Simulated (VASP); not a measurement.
# Ti2C (Fd-3m) in VASP: further runs, part 2 of 2

VASP 6.6.1. The steps go on from the part before.

## (3) Single point, PBEsol

This run uses another cell than the first one, of 12.15 Å³/atom.

Contents of INCAR:

```
PREC = Accurate
ENCUT = 520
EDIFF = 1E-6
ISMEAR = 0
SIGMA = 0.1
LREAL = F
LASPH = T
NELM = 60
ALGO = Normal
ISIF = 2
LWAVE = F
LCHARG = F
GGA = PS
NBANDS = 68
```

Contents of KPOINTS:

```
regular mesh
0
Gamma
  8 8 8
```

Contents of POSCAR:

```
Ti2C
1.0
    0.0000000000      4.1770843731      4.1770843731
    4.1770843731      0.0000000000      4.1770843731
    4.1770843731      4.1770843731      0.0000000000
Ti C
8 4
Direct
    0.8637192950      0.3787602350      0.3787602350
    0.3787602350      0.3787602350      0.3787602350
    0.3787602350      0.3787602350      0.8637192950
    0.8712397650      0.3862807050      0.8712397650
    0.8712397650      0.8712397650      0.8712397650
    0.3862807050      0.8712397650      0.8712397650
    0.8712397650      0.8712397650      0.3862807050
    0.3787602350      0.8637192950      0.3787602350
    0.6250000000      0.6250000000      0.6250000000
    0.1250000000      0.6250000000      0.6250000000
    0.6250000000      0.6250000000      0.1250000000
    0.6250000000      0.1250000000      0.6250000000
```

Potentials or basis: VASP PAW PBE potentials, release 64 (Ti_sv, C).

The run is started by

```bash
cat potpaw_PBE.64/Ti_sv/POTCAR potpaw_PBE.64/C/POTCAR > POTCAR
mpirun -np 1 vasp_std > vasp.out
```

OUTCAR:

```text
PREC = Accurate
   ENCUT = 520
   EDIFF = 1E-6
   ISMEAR = 0
   LREAL = F
   LASPH = T
   NELM = 60
   ISIF = 2
   GGA = PS

 ion  position               nearest neighbor table
   1  0.864  0.379  0.379-   9 2.06  11 2.06  12 2.06   2 2.86   3 2.86   8 2.86
   2  0.379  0.379  0.379-  10 2.06  11 2.06  12 2.06   1 2.86   3 2.86   8 2.86
   3  0.379  0.379  0.864-   9 2.06  10 2.06  12 2.06   1 2.86   2 2.86   8 2.86
   4  0.871  0.386  0.871-   9 2.06  10 2.06  11 2.06   5 2.86   6 2.86   7 2.86
   5  0.871  0.871  0.871-  10 2.06  11 2.06  12 2.06   4 2.86   6 2.86   7 2.86
[... 1938 lines left out ...]
 -----------------------------------------------------------------------------
  energy-cutoff  :      520.00
  volume of cell :      145.76
      direct lattice vectors                 reciprocal lattice vectors
     0.000000000  4.177084373  4.177084373    -0.119700718  0.119700718  0.119700718
     4.177084373  0.000000000  4.177084373     0.119700718 -0.119700718  0.119700718
     4.177084373  4.177084373  0.000000000     0.119700718  0.119700718 -0.119700718

 POSITION                                       TOTAL-FORCE (eV/Angst)
 -----------------------------------------------------------------------------------
      3.16423      5.18994      5.18994        -0.013260      0.013260      0.013260
      3.16423      3.16423      3.16423        -0.013260     -0.013260     -0.013260
      5.18994      5.18994      3.16423         0.013260      0.013260     -0.013260
      5.25277      7.27848      5.25277        -0.013260      0.013260     -0.013260
      7.27848      7.27848      7.27848         0.013260      0.013260      0.013260
      7.27848      5.25277      5.25277         0.013260     -0.013260     -0.013260
      5.25277      5.25277      7.27848        -0.013260     -0.013260      0.013260
      5.18994      3.16423      5.18994         0.013260     -0.013260      0.013260
      5.22136      5.22136      5.22136        -0.000000     -0.000000     -0.000000
      5.22136      3.13281      3.13281        -0.000000     -0.000000     -0.000000
      3.13281      3.13281      5.22136        -0.000000     -0.000000     -0.000000
      3.13281      5.22136      3.13281        -0.000000     -0.000000     -0.000000
 -----------------------------------------------------------------------------------
    total drift:                               -0.000000     -0.000000      0.000000

  FREE ENERGIE OF THE ION-ELECTRON SYSTEM (eV)
  ---------------------------------------------------
  free  energy   TOTEN  =      -113.4605596946 eV

  energy  without entropy=     -113.4415063161  energy(sigma->0) =     -113.45103301
```

OSZICAR:

```text
N       E                     dE             d eps       ncg     rms          rms(c)
DAV:   1     0.168506184681E+04    0.16851E+04   -0.54044E+04  3976   0.207E+03
DAV:   2     0.147778696640E+03   -0.15373E+04   -0.14981E+04  3944   0.651E+02
DAV:   3    -0.108926406355E+03   -0.25671E+03   -0.24730E+03  5888   0.225E+02
DAV:   4    -0.142416168084E+03   -0.33490E+02   -0.33056E+02  5712   0.752E+01
DAV:   5    -0.144851665354E+03   -0.24355E+01   -0.24317E+01  6176   0.176E+01    0.462E+01
DAV:   6    -0.112554539237E+03    0.32297E+02   -0.23780E+02  5324   0.770E+01    0.123E+01
DAV:   7    -0.113322939603E+03   -0.76840E+00   -0.24925E+01  5360   0.212E+01    0.851E+00
DAV:   8    -0.113415782544E+03   -0.92843E-01   -0.22361E+00  5432   0.566E+00    0.427E+00
DAV:   9    -0.113486892014E+03   -0.71109E-01   -0.10851E+00  5160   0.487E+00    0.159E+00
DAV:  10    -0.113457605537E+03    0.29286E-01   -0.27525E-01  5132   0.255E+00    0.642E-01
DAV:  11    -0.113460488928E+03   -0.28834E-02   -0.31833E-02  6168   0.964E-01    0.923E-02
DAV:  12    -0.113460584774E+03   -0.95845E-04   -0.18339E-03  5796   0.232E-01    0.528E-02
DAV:  13    -0.113460572742E+03    0.12031E-04   -0.20846E-04  5576   0.624E-02    0.385E-02
DAV:  14    -0.113460559397E+03    0.13345E-04   -0.63481E-05  5236   0.503E-02    0.641E-03
DAV:  15    -0.113460559695E+03   -0.29732E-06   -0.73558E-06  4336   0.125E-02
   1 F= -.11346056E+03 E0= -.11345103E+03  d E =-.190534E-01
```

stdout:

```text
POSCAR found type information on POSCAR TiC
 POSCAR found :  2 types and      12 ions
 scaLAPACK will be used
 -----------------------------------------------------------------------------
|                                                                             |
|                                                                             |
|     You enforced a specific xc type in the INCAR file but a different       |
|     I HOPE YOU KNOW WHAT YOU ARE DOING!                                     |
|                                                                             |
 -----------------------------------------------------------------------------

 LDA part: xc-table for (Slater+PW92), standard interpolation
 POSCAR, INCAR and KPOINTS ok, starting setup
 FFT: planning ... GRIDC
 FFT: planning ... GRID_SOFT
 FFT: planning ... GRID
 WAVECAR not read
 entering main loop
```

Run time: 12 min. Hardware: 1 thread of Intel Xeon 8259CL, shared host; peak memory 0.44 GiB.

Results:

```
Free energy            : -113.4606 eV
Pressure               : 12.0 GPa
Largest force          : 0.023 eV/Å
Band gap on the k mesh : zero (bands 56 and 57 overlap by 0.50 eV)
```

Forces in eV/Å, atoms in the order of the input:
```
Ti  -0.013  0.013  0.013
Ti  -0.013 -0.013 -0.013
Ti   0.013  0.013 -0.013
Ti  -0.013  0.013 -0.013
Ti   0.013  0.013  0.013
Ti   0.013 -0.013 -0.013
Ti  -0.013 -0.013  0.013
Ti   0.013 -0.013  0.013
C    0.000  0.000  0.000
C    0.000  0.000  0.000
C    0.000  0.000  0.000
C    0.000  0.000  0.000
```

Caveat: the cell stands under pressure; the PAW data sets were made with another functional, which shifts forces and pressure a little.

## (4) Single point, PBEsol

This run uses another cell than the first one, of 12.69 Å³/atom.

Contents of INCAR:

```
SYSTEM = Ti2C
  ALGO = Normal
  EDIFF = 1E-6
  ENCUT = 520
  GGA = PS
  ISIF = 2
  ISMEAR = 0
  LASPH = .TRUE.
  LCHARG = .FALSE.
  LREAL = .FALSE.
  LWAVE = .FALSE.
  NBANDS = 68
  NELM = 60
  PREC = Accurate
  SIGMA = 0.1
```

Contents of KPOINTS:

```
k-points
0
G
  8 8 8
  0 0 0
```

Contents of POSCAR:

```
Ti2C
1.0
    0.0000000000      4.2386695143      4.2386695143
    4.2386695143      0.0000000000      4.2386695143
    4.2386695143      4.2386695143      0.0000000000
Ti C
8 4
Direct
    0.8596069594      0.3801310135      0.3801310135
    0.3801310135      0.3801310135      0.3801310135
    0.3801310135      0.3801310135      0.8596069594
    0.8698689865      0.3903930406      0.8698689865
    0.8698689865      0.8698689865      0.8698689865
    0.3903930406      0.8698689865      0.8698689865
    0.8698689865      0.8698689865      0.3903930406
    0.3801310135      0.8596069594      0.3801310135
    0.6250000000      0.6250000000      0.6250000000
    0.1250000000      0.6250000000      0.6250000000
    0.6250000000      0.6250000000      0.1250000000
    0.6250000000      0.1250000000      0.6250000000
```

The run is started by

```bash
cat potpaw_PBE.64/Ti_sv/POTCAR potpaw_PBE.64/C/POTCAR > POTCAR
mpirun -np 1 vasp_std > vasp.out
```

Run time: 13 min. Hardware: 1 thread of Intel Xeon 8259CL, shared host; peak memory 0.44 GiB.

The run converged. Its results:

| Item | Value |
| --- | --- |
| Free energy | -113.7838 eV |
| Pressure | 4.1 GPa |
| Largest force | 0.029 eV/Å |
| Band gap on the k mesh | zero (bands 56 and 57 overlap by 0.45 eV) |

Forces on the atoms (eV/Å):
```
Ti  -0.017  0.017  0.017
Ti  -0.017 -0.017 -0.017
Ti   0.017  0.017 -0.017
Ti  -0.017  0.017 -0.017
Ti   0.017  0.017  0.017
Ti   0.017 -0.017 -0.017
Ti  -0.017 -0.017  0.017
Ti   0.017 -0.017  0.017
C    0.000  0.000  0.000
C    0.000  0.000  0.000
C    0.000  0.000  0.000
C    0.000  0.000  0.000
```

Levels at points of the mesh, in eV from the Fermi level:
```
           k point  band 52  band 53  band 54  band 55  band 56  band 57  band 58  band 59  band 60  band 61
(0.00, 0.00, 0.00)    -1.70    -0.70    -0.70    -0.70     0.32     0.74     0.74     0.74     1.26     1.26
(0.50, 0.00, 0.00)    -0.90    -0.84    -0.75    -0.75    -0.28     0.29     0.82     0.82     0.82     0.82
(0.50, 0.50, 0.00)    -0.83    -0.67    -0.67    -0.50    -0.50     0.36     0.36     0.43     0.43     0.65
```

Caveat: the cell stands under pressure; the PAW data sets were made with another functional, which shifts forces and pressure a little.

## (5) The runs side by side

| cell | gap on the mesh (eV) | pressure (GPa) | largest force (eV/Å) |
| --- | --- | --- | --- |
| a = 5.790 Å, angles 60.0°, 12 atoms, atomic positions A | none | 24.9 | 0.02 |
| a = 5.907 Å, angles 60.0°, 12 atoms, atomic positions B | none | 12.0 | 0.02 |
| a = 5.994 Å, angles 60.0°, 12 atoms, atomic positions C | none | 4.1 | 0.03 |

Alike in all rows: task single point; level PBEsol; potentials or basis VASP PAW PBE potentials, release 64 (Ti_sv, C); no spin polarisation; k mesh 8 × 8 × 8; cutoff (eV) 520; smearing gaussian 0.1 eV.

Caveats: the cell stands under pressure; the PAW data sets were made with another functional, which shifts forces and pressure a little.

Total energies depend on the potentials used, so only differences within one code and one set of settings carry meaning.
